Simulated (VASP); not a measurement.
# Mg8Si4H (a cell with a defect) in VASP: further runs

The runs below take Mg8Si4H (a cell with a defect) through relaxation of the atoms, with PBE.

All numbers are computed with VASP 6.6.1; they aren't measurements. Logs are shortened: lines on timing, memory, paths and dates and some standing lists are left out, and cuts for length are marked.

### 1 The cell of the first run

The cell holds a defect, 13 atoms: a = 6.391 Å, b = 6.391 Å, c = 6.391 Å, α = 90.00°, β = 90.00°, γ = 90.00°.

### 2 Relaxation of the atoms, PBE

INCAR

```
PREC     = Accurate       # precision mode
ENCUT    = 520            # plane-wave cutoff, eV
EDIFF    = 1E-6           # SCF threshold, eV
ISMEAR   = 0              # smearing method
SIGMA    = 0.1            # smearing width, eV
LREAL    = F              # projectors in reciprocal space
LASPH    = T              # aspherical terms in the spheres
NELM     = 60             # most SCF steps
ALGO     = Normal         # electronic algorithm
ISIF     = 2              # what is computed and relaxed
LWAVE    = F              # write WAVECAR
LCHARG   = F              # write CHGCAR
GGA      = PE             # functional
IBRION   = 2              # ionic algorithm
NSW      = 80             # ionic steps
EDIFFG   = -0.03          # ionic threshold
```

KPOINTS

```
Automatic mesh
0
Gamma
  3 3 3
```

POSCAR

```
Mg8Si4H
1.0
    6.3910000000      0.0000000000      0.0000000000
    0.0000000000      6.3910000000      0.0000000000
    0.0000000000      0.0000000000      6.3910000000
Mg Si H
8 4 1
Direct
    0.2500000000      0.2500000000      0.2500000000
    0.7500000000      0.7500000000      0.7500000000
    0.7500000000      0.7500000000      0.2500000000
    0.2500000000      0.2500000000      0.7500000000
    0.7500000000      0.2500000000      0.7500000000
    0.2500000000      0.7500000000      0.2500000000
    0.2500000000      0.7500000000      0.7500000000
    0.7500000000      0.2500000000      0.2500000000
    0.0000000000      0.0000000000      0.0000000000
    0.5000000000      0.5000000000      0.0000000000
    0.5000000000      0.0000000000      0.5000000000
    0.0000000000      0.5000000000      0.5000000000
    0.5033759800      0.1266794300     -0.0041954700
```

Potentials or basis: VASP PAW PBE potentials, release 64 (Mg, Si, H).

Launch:

```console
cat potpaw_PBE.64/Mg/POTCAR potpaw_PBE.64/Si/POTCAR potpaw_PBE.64/H/POTCAR > POTCAR
mpirun -np 1 vasp_std > vasp.out
```

OUTCAR:

```text
PREC = Accurate
   ENCUT = 520
   EDIFF = 1E-6
   ISMEAR = 0
   LREAL = F
   LASPH = T
   NELM = 60
   ISIF = 2
   GGA = PE
   IBRION = 2
   NSW = 80
   EDIFFG = -0.03

 ion  position               nearest neighbor table
   1  0.250  0.250  0.250-   9 2.77  10 2.77  11 2.77  12 2.77   6 3.20   8 3.20   4 3.20   4 3.20
                             6 3.20   8 3.20
   2  0.750  0.750  0.750-   9 2.77  10 2.77  11 2.77  12 2.77   5 3.20   7 3.20   3 3.20   3 3.20
                             5 3.20   7 3.20
   3  0.750  0.750  0.250-   9 2.77  10 2.77  11 2.77  12 2.77   6 3.20   8 3.20   2 3.20   2 3.20
                             8 3.20   6 3.20
   4  0.250  0.250  0.750-   9 2.77  10 2.77  11 2.77  12 2.77   5 3.20   7 3.20   1 3.20   1 3.20
                             7 3.20   5 3.20
   5  0.750  0.250  0.750-   9 2.77  10 2.77  11 2.77  12 2.77   4 3.20   8 3.20   2 3.20   8 3.20
                             2 3.20   4 3.20
   6  0.250  0.750  0.250-   9 2.77  10 2.77  11 2.77  12 2.77   3 3.20   7 3.20   1 3.20   7 3.20
                             1 3.20   3 3.20
   7  0.250  0.750  0.750-   9 2.77  10 2.77  11 2.77  12 2.77   4 3.20   6 3.20   2 3.20   6 3.20
                             4 3.20   2 3.20
   8  0.750  0.250  0.250-   9 2.77  10 2.77  11 2.77  12 2.77   3 3.20   5 3.20   1 3.20   5 3.20
                             3 3.20   1 3.20
   9  0.000  0.000  0.000-   1 2.77   2 2.77   3 2.77   4 2.77   5 2.77   6 2.77   7 2.77   8 2.77

  10  0.500  0.500  0.000-   1 2.77   2 2.77   3 2.77   4 2.77   5 2.77   6 2.77   7 2.77   8 2.77

  11  0.500  0.000  0.500-   1 2.77   2 2.77   3 2.77   4 2.77   5 2.77   6 2.77   7 2.77   8 2.77

  12  0.000  0.500  0.500-   1 2.77   2 2.77   3 2.77   4 2.77   5 2.77   6 2.77   7 2.77   8 2.77

  13  0.503  0.127  0.996-

  LATTYP: Found a simple cubic cell.
 ALAT       =     6.3910000000

  Lattice vectors:

 A1 = (   6.3910000000,   0.0000000000,   0.0000000000)
 A2 = (   0.0000000000,   6.3910000000,   0.0000000000)
 A3 = (   0.0000000000,   0.0000000000,   6.3910000000)

Analysis of symmetry for initial positions (statically):
=====================================================================
 Subroutine PRICEL returns:
 Original cell was already a primitive cell.

 Routine SETGRP: Setting up the symmetry group for a
 simple cubic supercell.

 Subroutine GETGRP returns: Found  1 space group operations
 (whereof  1 operations were pure point group operations)
 out of a pool of 48 trial point group operations.

The static configuration has the point symmetry C_1 .

Analysis of symmetry for dynamics (positions and initial velocities):
=====================================================================
[... 127 lines left out ...]
   ISIF   =      2    stress and relaxation
   ISYM   =      2    0-nonsym 1-usesym 2-fastsym
   POTIM  = 0.5000    time-step for ionic-motion
   TEBEG  =    0.0;   TEEND  =   0.0 temperature during run
   PSTRESS=    0.0 pullay stress
   NELECT =      33.0000    total number of electrons
   NUPDOWN=      -1.0000    fix difference up-down
   EMIN   =  10.00;   EMAX   =-10.00  energy-range for DOS
   EFERMI =   0.00;   METHOD = LEGACY
   ISMEAR =     0;   SIGMA  =   0.10  broadening in eV -4-tet -1-fermi 0-gaus
   EFERMI_NEDOS =   21; number of points for ismear=-14 and -15
   IALGO  =     38    algorithm
   IMIX   =      4    mixing-type and parameters
     AMIX     =   0.40;   BMIX     =  1.00
     AMIX_MAG =   1.60;   BMIX_MAG =  1.00
  volume/ion in A,a.u.               =      20.08       135.51
  Fermi-wavevector in a.u.,A,eV,Ry     =   0.821632  1.552659  9.185009  0.675079
  Thomas-Fermi vector in A             =   1.932825
   LORBIT       =      0    0 simple, 1 ext, 2 COOP (PROOUT), +10 PAW based schemes
   GGA     = PE    functional components
   LHFCALC =     F    Hartree Fock is set to
   AEXX    =    0.0000 exact exchange contribution
   IVDW    =     0    specifies the selected vdW correction
   LEPSILON=     F    determine dielectric tensor
   LRPA    =     F    only Hartree local field effects (RPA)
 conjugate gradient relaxation of ions
 non-spin polarized calculation
 Gauss-broadening in eV      SIGMA  =   0.10
  energy-cutoff  :      520.00
  volume of cell :      261.04
 maximum number of plane-waves:      7075
   NGX = 23   NGY = 23   NGZ = 23

--------------------------------------- Ionic step        1  -------------------------------------------

 number of electron      33.0000003 magnetization

 Free energy of the ion-electron system (eV)
  ---------------------------------------------------
  ext. energy  EPLUGINS =         0.00000000
  ---------------------------------------------------
  free energy    TOTEN  =       -37.56149049 eV

  energy without entropy =      -37.51702274  energy(sigma->0) =      -37.53925662

------------------------ aborting loop because EDIFF is reached ----------------------------------------

  FORCE on cell =-STRESS in cart. coord.  units (eV):
  Direction    XX          YY          ZZ          XY          YZ          ZX
  --------------------------------------------------------------------------------------
  -------------------------------------------------------------------------------------
  Total       -0.9715008     -2.4836859     -0.9704666     -0.0869529      0.1082326      0.0008897
  in kB       -5.9627598    -15.2440651     -5.9564119     -0.5336887      0.6642968      0.0054609
  external PRESSURE =      -9.0544123 kB  Pullay stress =       0.0000000 kB
[... 122 lines left out ...]
  FREE ENERGIE OF THE ION-ELECTRON SYSTEM (eV)
  ---------------------------------------------------
  free  energy   TOTEN  =       -37.6097923868 eV

  energy  without entropy=      -37.5707310777  energy(sigma->0) =      -37.59026173

[... ionic steps 4 to 37 ...]

--------------------------------------- Ionic step       38  -------------------------------------------

 number of electron      33.0000002 magnetization

------------------------ aborting loop because EDIFF is reached ----------------------------------------
[... 89 lines left out ...]
--------------------------------------- Ionic step       40  -------------------------------------------

 number of electron      33.0000002 magnetization

 Free energy of the ion-electron system (eV)
  ---------------------------------------------------
  ext. energy  EPLUGINS =         0.00000000
  ---------------------------------------------------
  free energy    TOTEN  =       -37.97850126 eV

  energy without entropy =      -37.95737821  energy(sigma->0) =      -37.96793973

 E-fermi :   4.1302     XC(G=0):  -8.8038

 val. band max:        4.1275654326   @ k =   0.3333   0.0000   0.0000
 cond. band min:       4.1491992740   @ k =   0.0000   0.0000   0.3333
 fundamental gap:      0.0216338414
 Fermi energy:         4.1302302989

 k-point     1 :       0.0000    0.0000    0.0000
  band No.  band energies     occupation
      1      -6.1390      2.00000
      2      -4.5703      2.00000
      3      -3.5976      2.00000
      4      -3.5541      2.00000
      5      -1.8242      2.00000
      6      -0.9026      2.00000
[... 393 lines left out ...]
  FREE ENERGIE OF THE ION-ELECTRON SYSTEM (eV)
  ---------------------------------------------------
  free  energy   TOTEN  =       -37.9785012581 eV

  energy  without entropy=      -37.9573782082  energy(sigma->0) =      -37.96793973

 reached required accuracy - stopping structural energy minimisation
```

It took 26 min on 1 thread of Intel Xeon Platinum 8259CL at 2.50GHz (Skylake/Cascade Lake), shared host; peak memory 0.37 GiB.

Results:

```yaml
Free_energy: -37.9785 eV
Energy_gained_by_relaxing: 32.1 meV/atom
Ionic_steps: 40
Pressure_after_relaxing: -0.2 GPa
Largest_force_after_relaxing: 0.026 eV/Å
Band_gap_on_the_k_mesh: zero (an odd number of electrons rules out a gap without spin polarisation)
```

Forces in eV/Å, atoms in the order of the input:
```
Mg  -0.006  0.010  0.007
Mg  -0.014  0.003  0.015
Mg  -0.016  0.000 -0.007
Mg   0.000  0.006 -0.013
Mg   0.015 -0.011 -0.017
Mg   0.005 -0.009 -0.002
Mg   0.009  0.004  0.017
Mg   0.009  0.008 -0.001
Si  -0.002  0.000 -0.009
Si   0.006  0.013 -0.011
Si   0.007 -0.002  0.002
Si  -0.001 -0.018  0.002
H   -0.012 -0.005  0.017
```

Step by step:
| step | energy change (eV) | largest force (eV/Å) | pressure (GPa) |
| --- | --- | --- | --- |
| 1 | 0.0000 | 0.3291 | -0.91 |
| 2 | -0.0261 | 0.2555 | -0.88 |
| 3 | -0.0483 | 0.1724 | -0.78 |
| 4 | -0.0541 | 0.1673 | -0.77 |
| 5 | -0.0664 | 0.1503 | -0.74 |
| 6 | -0.0659 | 0.2622 | -0.64 |
| 7 | -0.0704 | 0.1331 | -0.70 |
| 8 | -0.0772 | 0.1575 | -0.70 |
| 9 | -0.0925 | 0.2274 | -0.69 |
| 10 | -0.0914 | 0.3182 | -0.66 |
| 11 | -0.0975 | 0.2658 | -0.67 |
| 12 | -0.1025 | 0.2786 | -0.67 |
| 13 | -0.1190 | 0.3295 | -0.68 |
| 14 | -0.1610 | 0.4966 | -0.60 |
| 15 | -0.2383 | 0.6841 | -0.06 |
| 16 | -0.2371 | 0.6355 | -0.17 |
| 17 | -0.2388 | 0.6662 | -0.10 |
| 18 | -0.2464 | 0.6777 | -0.02 |
| 19 | -0.2486 | 0.6873 | 0.06 |
| 20 | -0.2587 | 0.6608 | 0.05 |
| 21 | -0.2868 | 0.5809 | 0.03 |
| 22 | -0.3329 | 0.4201 | -0.01 |
| 23 | -0.3843 | 0.1662 | -0.03 |
| 24 | -0.3897 | 0.1906 | -0.02 |
| 25 | -0.3968 | 0.1363 | -0.02 |
| 26 | -0.4051 | 0.1844 | 0.02 |
| 27 | -0.4079 | 0.0865 | -0.03 |
| 28 | -0.4093 | 0.2009 | -0.10 |
| 29 | -0.4112 | 0.1467 | -0.12 |
| 30 | -0.4134 | 0.0506 | -0.15 |
| 31 | -0.4138 | 0.0397 | -0.15 |
| 32 | -0.4142 | 0.0373 | -0.16 |
| 33 | -0.4145 | 0.0372 | -0.17 |
| 34 | -0.4150 | 0.0683 | -0.19 |
| 35 | -0.4153 | 0.0587 | -0.19 |
| 36 | -0.4158 | 0.0350 | -0.19 |
| 37 | -0.4160 | 0.0794 | -0.17 |
| 38 | -0.4161 | 0.0509 | -0.18 |
| 39 | -0.4164 | 0.0426 | -0.18 |
| 40 | -0.4170 | 0.0258 | -0.19 |

Final structure:
```
Mg Si H
1.0
     6.39100    0.00000    0.00000
     0.00000    6.39100    0.00000
     0.00000    0.00000    6.39100
Mg Si H
8 4 1
Direct
  0.24387 0.23762 0.25636
  0.75416 0.74002 0.74613
  0.75459 0.74024 0.25500
  0.24348 0.23661 0.74467
  0.75571 0.23719 0.74463
  0.24524 0.74127 0.25503
  0.24550 0.73975 0.74590
  0.75561 0.23698 0.25675
  0.99991 0.98944 0.00065
  0.49928 0.49954 0.00152
  0.49966 0.98945 0.50030
  0.99980 0.49049 0.50057
  0.50657 0.24807 0.98830
```

Levels at points of the mesh, in eV from the Fermi level:
```tsv
k point	band 12	band 13	band 14	band 15	band 16	band 17	band 18	band 19	band 20	band 21
(0.00, 0.00, 0.00)	-2.50	-2.49	-1.36	-0.67	-0.67	-0.66	-0.53	-0.33	-0.32	-0.32
```

(Continued in part 2 of 2.)
